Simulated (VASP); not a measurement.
Input of a VASP 6.6.1 run:

File INCAR:

```
SYSTEM = BaZrO3
PREC = Accurate
ENCUT = 600
EDIFF = 1E-6
ISMEAR = 0
SIGMA = 0.01
LREAL = .False.
LASPH = .True.
NELM = 60
ALGO = Normal
ISIF = 3
LWAVE = .False.
LCHARG = .False.
GGA = PS
IBRION = 2
NSW = 80
EDIFFG = -0.01
PSTRESS = 50.0
```

KPOINTS

```
Automatic mesh
0
Gamma
  6 6 6
  0 0 0
```

File POSCAR:

```
BaZrO3
1.0
    4.1913400000      0.0000000000      0.0000000000
    0.0000000000      4.1913400000      0.0000000000
    0.0000000000      0.0000000000      4.1913400000
Ba Zr O
1 1 3
Direct
    0.0000000000      0.0000000000      0.0000000000
    0.5000000000      0.5000000000      0.5000000000
    0.0000000000      0.5000000000      0.5000000000
    0.5000000000      0.0000000000      0.5000000000
    0.5000000000      0.5000000000      0.0000000000
```

Potentials or basis: VASP PAW PBE potentials, release 64 (Ba_sv, Zr_sv, O).

Command:

```console
$ cat potpaw_PBE.64/Ba_sv/POTCAR potpaw_PBE.64/Zr_sv/POTCAR potpaw_PBE.64/O/POTCAR > POTCAR
$ mpirun -np 1 vasp_std > vasp.out
```

Question: What does it give for the relaxed volume?

Answer: 14.29 Å³/atom.

Question: Estimate the band gap on the k mesh.

Answer: 3.17 eV, indirect (least direct gap 3.35 eV).

Question: Predict the space group after relaxing (to 0.05 Å).

Answer: Pm-3m (No. 221).

Final structure:
```cif
data_structure
_symmetry_space_group_name_H-M 'P 1'
_symmetry_Int_Tables_number 1
_cell_length_a 4.1497
_cell_length_b 4.1497
_cell_length_c 4.1497
_cell_angle_alpha 90.000
_cell_angle_beta 90.000
_cell_angle_gamma 90.000
_cell_volume 71.46
loop_
_atom_site_label
_atom_site_type_symbol
_atom_site_fract_x
_atom_site_fract_y
_atom_site_fract_z
_atom_site_occupancy
Ba1 Ba 0.00000 0.00000 0.00000 1
Zr1 Zr 0.50000 0.50000 0.50000 1
O1 O 0.00000 0.50000 0.50000 1
O2 O 0.50000 0.00000 0.50000 1
O3 O 0.50000 0.50000 0.00000 1
```

Caveat: the cell is relaxed towards a set pressure, so the enthalpy falls and the energy may rise; the PAW data sets were made with another functional, which shifts forces and pressure a little; spin-orbit coupling is left out, which moves the levels of the heavy elements. Expect the measured gap to be larger: semilocal functionals such as PBEsol lack the derivative discontinuity.
